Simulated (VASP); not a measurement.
# BN (P6_3mc) in VASP: further runs, part 2 of 2

VASP 6.6.1. The steps go on from the part before.

## 3. Relaxation of cell and atoms, PBEsol

This run uses another cell than the first one, of 5.85 Å³/atom, 0.995 times its volume.

The input, INCAR:

```
  PREC = Accurate
  ENCUT = 600
  EDIFF = 1E-6
  ISMEAR = 0
  SIGMA = 0.01
  LREAL = False
  LASPH = True
  NELM = 60
  ALGO = Normal
  ISIF = 3
  LWAVE = False
  LCHARG = False
  GGA = PS
  IBRION = 2
  NSW = 80
  EDIFFG = -0.01
```

The input, KPOINTS:

```
Automatic mesh
0
Gamma
  12 12 6
```

The input, POSCAR:

```
BN
1.0
    2.5360000000      0.0000000000      0.0000000000
   -1.2680000000      2.1962404200      0.0000000000
    0.0000000000      0.0000000000      4.1990000000
B N
2 2
Direct
    0.6666666667      0.3333333333      0.0000000000
    0.3333333333      0.6666666667      0.5000000000
    0.6666666667      0.3333333333      0.3750000000
    0.3333333333      0.6666666667      0.8750000000
```

Potentials or basis: VASP PAW PBE potentials, release 64 (B, N).

The run is started by

```
$ cat potpaw_PBE.64/B/POTCAR potpaw_PBE.64/N/POTCAR > POTCAR
$ mpirun -np 1 vasp_std > vasp.out
```

OUTCAR:

```text
PREC = Accurate
   ENCUT = 600
   EDIFF = 1E-6
   ISMEAR = 0
   LREAL = False
   LASPH = True
   NELM = 60
   ISIF = 3
   GGA = PS
   IBRION = 2
   NSW = 80
   EDIFFG = -0.01

 ion  position               nearest neighbor table
   1  0.667  0.333  0.000-   4 1.56   4 1.56   4 1.56   3 1.57
   2  0.333  0.667  0.500-   3 1.56   3 1.56   3 1.56   4 1.57
   3  0.667  0.333  0.375-   2 1.56   2 1.56   2 1.56   1 1.57
   4  0.333  0.667  0.875-   1 1.56   1 1.56   1 1.56   2 1.57

  LATTYP: Found a hexagonal cell.
 ALAT       =     2.5360000000
 C/A-ratio  =     1.6557570978

  Lattice vectors:

 A1 = (   2.5360000000,   0.0000000000,   0.0000000000)
 A2 = (  -1.2680000000,   2.1962404200,   0.0000000000)
 A3 = (   0.0000000000,   0.0000000000,   4.1990000000)

Analysis of symmetry for initial positions (statically):
=====================================================================
 Subroutine PRICEL returns:
 Original cell was already a primitive cell.

 Routine SETGRP: Setting up the symmetry group for a
 hexagonal supercell.

 Subroutine GETGRP returns: Found 12 space group operations
 (whereof  6 operations were pure point group operations)
 out of a pool of 24 trial point group operations.

The static configuration has the point symmetry C_3v.
 The point group associated with its full space group is C_6v.

Analysis of symmetry for dynamics (positions and initial velocities):
=====================================================================
 Subroutine PRICEL returns:
 Original cell was already a primitive cell.

 Routine SETGRP: Setting up the symmetry group for a
 hexagonal supercell.

 Subroutine GETGRP returns: Found 12 space group operations
 (whereof  6 operations were pure point group operations)
 out of a pool of 24 trial point group operations.

The dynamic configuration has the point symmetry C_3v.
 The point group associated with its full space group is C_6v.

 Subroutine INISYM returns: Found 12 space group operations
 (whereof  6 operations are pure point group operations),
 and found     1 'primitive' translations

----------------------------------------------------------------------------------------

                                     Primitive cell

  volume of cell :      23.3870

  direct lattice vectors                    reciprocal lattice vectors
     2.536000000  0.000000000  0.000000000     0.394321767  0.227661778  0.000000000
    -1.268000000  2.196240420  0.000000000     0.000000000  0.455323557  0.000000000
     0.000000000  0.000000000  4.199000000     0.000000000  0.000000000  0.238151941

  length of vectors
     2.536000000  2.535999997  4.199000000     0.455323556  0.455323557  0.238151941

  position of ions in fractional coordinates (direct lattice)
     0.666666667  0.333333333  0.000000000
     0.333333333  0.666666667  0.500000000
     0.666666667  0.333333333  0.375000000
     0.333333333  0.666666667  0.875000000

  ion indices of the primitive-cell ions
   primitive index   ion index
                 1           1
                 2           2
                 3           3
                 4           4

----------------------------------------------------------------------------------------

 KPOINTS: Automatic mesh

[... 55 lines left out ...]
   NGX,Y,Z   is equivalent  to a cutoff of  13.11, 13.11, 14.25 a.u.
   NGXF,Y,Z  is equivalent  to a cutoff of  26.22, 26.22, 28.51 a.u.
 SYSTEM =  unknown system
   PREC   = accura    normal or accurate (medium, high low for compatibility)
   ISTART =      0    job   : 0-new  1-cont  2-samecut
   ICHARG =      2    charge: 1-file 2-atom 10-const
   ISPIN  =      1    spin polarized calculation?
   LNONCOLLINEAR =      F non collinear calculations
   LSORBIT =      F    spin-orbit coupling
   LASPH  =      T    aspherical Exc in radial PAW
   ENCUT  =  600.0 eV  44.10 Ry    6.64 a.u.   5.07  5.07  8.39*2*pi/ulx,y,z
   NELM   =     60;   NELMIN=  2; NELMDL= -5     # of ELM steps
   EDIFF  = 0.1E-05   stopping-criterion for ELM
   LREAL  =      F    real-space projection
   EDIFFG = -.1E-01   stopping-criterion for IOM
   NSW    =     80    number of steps for IOM
   IBRION =      2    ionic relax: 0-MD 1-quasi-New 2-CG
   NFREE  =      1    steps in history (QN), initial steepest desc. (CG)
   ISIF   =      3    stress and relaxation
   ISYM   =      2    0-nonsym 1-usesym 2-fastsym
   POTIM  = 0.5000    time-step for ionic-motion
   TEBEG  =    0.0;   TEEND  =   0.0 temperature during run
   PSTRESS=    0.0 pullay stress
   NELECT =      16.0000    total number of electrons
   NUPDOWN=      -1.0000    fix difference up-down
   EMIN   =  10.00;   EMAX   =-10.00  energy-range for DOS
   EFERMI =   0.00;   METHOD = LEGACY
   ISMEAR =     0;   SIGMA  =   0.01  broadening in eV -4-tet -1-fermi 0-gaus
   EFERMI_NEDOS =   21; number of points for ismear=-14 and -15
   IALGO  =     38    algorithm
   IMIX   =      4    mixing-type and parameters
     AMIX     =   0.40;   BMIX     =  1.00
     AMIX_MAG =   1.60;   BMIX_MAG =  1.00
  volume/ion in A,a.u.               =       5.85        39.46
  Fermi-wavevector in a.u.,A,eV,Ry     =   1.442524  2.725976 28.312044  2.080877
  Thomas-Fermi vector in A             =   2.561035
   LORBIT       =      0    0 simple, 1 ext, 2 COOP (PROOUT), +10 PAW based schemes
   GGA     = PS    functional components
   LHFCALC =     F    Hartree Fock is set to
   AEXX    =    0.0000 exact exchange contribution
   IVDW    =     0    specifies the selected vdW correction
   LEPSILON=     F    determine dielectric tensor
   LRPA    =     F    only Hartree local field effects (RPA)
 conjugate gradient relaxation of ions
 non-spin polarized calculation
 Gauss-broadening in eV      SIGMA  =   0.01
  energy-cutoff  :      600.00
  volume of cell :       23.39
 maximum number of plane-waves:       801
   NGX = 11   NGY = 11   NGZ = 17

--------------------------------------- Ionic step        1  -------------------------------------------

 number of electron      16.0000003 magnetization

 Free energy of the ion-electron system (eV)
  ---------------------------------------------------
  ext. energy  EPLUGINS =         0.00000000
  ---------------------------------------------------
  free energy    TOTEN  =       -36.63193503 eV

  energy without entropy =      -36.63193503  energy(sigma->0) =      -36.63193503

------------------------ aborting loop because EDIFF is reached ----------------------------------------

  FORCE on cell =-STRESS in cart. coord.  units (eV):
  Direction    XX          YY          ZZ          XY          YZ          ZX
  --------------------------------------------------------------------------------------
  -------------------------------------------------------------------------------------
  Total        0.3854668      0.3854668      0.2293433      0.0000000      0.0000000      0.0000000
  in kB       26.4072136     26.4072135     15.7116466      0.0000000      0.0000000      0.0000000
  external PRESSURE =      22.8420246 kB  Pullay stress =       0.0000000 kB
[... 139 lines left out ...]
--------------------------------------- Ionic step        5  -------------------------------------------

 number of electron      16.0000003 magnetization

 Free energy of the ion-electron system (eV)
  ---------------------------------------------------
  ext. energy  EPLUGINS =         0.00000000
  ---------------------------------------------------
  free energy    TOTEN  =       -36.63308606 eV

  energy without entropy =      -36.63308606  energy(sigma->0) =      -36.63308606

 E-fermi :   7.7252     XC(G=0): -13.0268

 val. band max:        7.5724857345   @ k =   0.0000   0.0000   0.0000
 cond. band min:      12.5262180502   @ k =   0.3333   0.3333   0.0000
 fundamental gap:      4.9537323156
 Fermi energy:         7.7251820981

 k-point     1 :       0.0000    0.0000    0.0000
  band No.  band energies     occupation
      1     -12.9062      2.00000
      2      -8.6824      2.00000
      3      -3.4798      2.00000
      4       5.4268      2.00000
      5       5.4268      2.00000
      6       7.2962      2.00000
      7       7.5725      2.00000
      8       7.5725      2.00000
      9      15.8978      0.00000
     10      15.8978      0.00000
     11      16.1378      0.00000
     12      17.1009      0.00000
[... 331 lines left out ...]
 k-point    24 :       0.3333    0.0000    0.1667
  band No.  band energies     occupation
      1     -10.4347      2.00000
      2      -7.6245      2.00000
      3      -1.3411      2.00000
      4       0.1220      2.00000
      5       1.5541      2.00000
      6       3.2260      2.00000
      7       5.0451      2.00000
      8       5.6477      2.00000
      9      14.3270      0.00000
     10      15.7892      0.00000
     11      18.4572      0.00000
     12      18.5380      0.00000

 [... further k-points ...]
[... 5 lines left out ...]
  --------------------------------------------------------------------------------------
  -------------------------------------------------------------------------------------
  Total       -0.0215488     -0.0215488     -0.0127124      0.0000000      0.0000000     -0.0000000
  in kB       -1.4672142     -1.4672142     -0.8655642      0.0000000      0.0000000     -0.0000000
  external PRESSURE =      -1.2666642 kB  Pullay stress =       0.0000000 kB
[... 19 lines left out ...]
  FREE ENERGIE OF THE ION-ELECTRON SYSTEM (eV)
  ---------------------------------------------------
  free  energy   TOTEN  =       -36.6330860649 eV

  energy  without entropy=      -36.6330860649  energy(sigma->0) =      -36.63308606

 reached required accuracy - stopping structural energy minimisation
```

CONTCAR:

```text
BN
   1.00000000000000
     2.5421178641426407    0.0000000000000000    0.0000000000000000
    -1.2710589320713204    2.2015386457354924   -0.0000000000000000
    -0.0000000000000000    0.0000000000000000    4.2045364396421840
  B               N
     2     2
Direct
     0.6666666667000030    0.3333333332999970    0.0002262592582896
     0.3333333332999970    0.6666666667000030    0.5002262592582897
     0.6666666667000030    0.3333333332999970    0.3747737407417104
     0.3333333332999970    0.6666666667000030    0.8747737407417103

  0.00000000E+00  0.00000000E+00  0.00000000E+00
  0.00000000E+00  0.00000000E+00  0.00000000E+00
  0.00000000E+00  0.00000000E+00  0.00000000E+00
  0.00000000E+00  0.00000000E+00  0.00000000E+00
```

Wall time 37 s (1 thread of Intel Xeon Platinum 8375C at 2.90GHz (Ice Lake), shared host); peak memory 0.15 GiB.

Results:

- Free energy: -36.6331 eV
- Relaxed volume: 5.88 Å³/atom
- Relaxed cell: a = 2.542 Å, b = 2.542 Å, c = 4.205 Å, α = 90.00°, β = 90.00°, γ = 120.00°
- Space group after relaxing (to 0.05 Å): P6_3mc (No. 186)
- Energy gained by relaxing: 0.3 meV/atom
- Ionic steps: 5
- Pressure after relaxing: -0.1 GPa
- Largest force after relaxing: 0.010 eV/Å
- Band gap on the k mesh: 4.95 eV, indirect (least direct gap 8.22 eV)

Forces on the atoms (eV/Å):
```
B    0.000  0.000  0.010
B    0.000  0.000  0.010
N    0.000  0.000 -0.010
N    0.000  0.000 -0.010
```

The path:
```
step  energy change (eV)  largest force (eV/Å)  pressure (GPa)  volume (Å³)
   1              0.0000                0.0626            2.28        23.39
   2              0.0004                0.0943           -2.45        23.67
   3             -0.0012                0.0113            0.07        23.52
   4             -0.0012                0.0128            0.03        23.52
   5             -0.0012                0.0098           -0.13        23.53
```

Final structure:
```
B N
1.0
     2.54212    0.00000    0.00000
    -1.27106    2.20154    0.00000
     0.00000    0.00000    4.20454
B N
2 2
Direct
  0.66667 0.33333 0.00023
  0.33333 0.66667 0.50023
  0.66667 0.33333 0.37477
  0.33333 0.66667 0.87477
```

Caveat: the PAW data sets were made with another functional, which shifts forces and pressure a little. As with any semilocal functional, this PBEsol gap is likely too small.
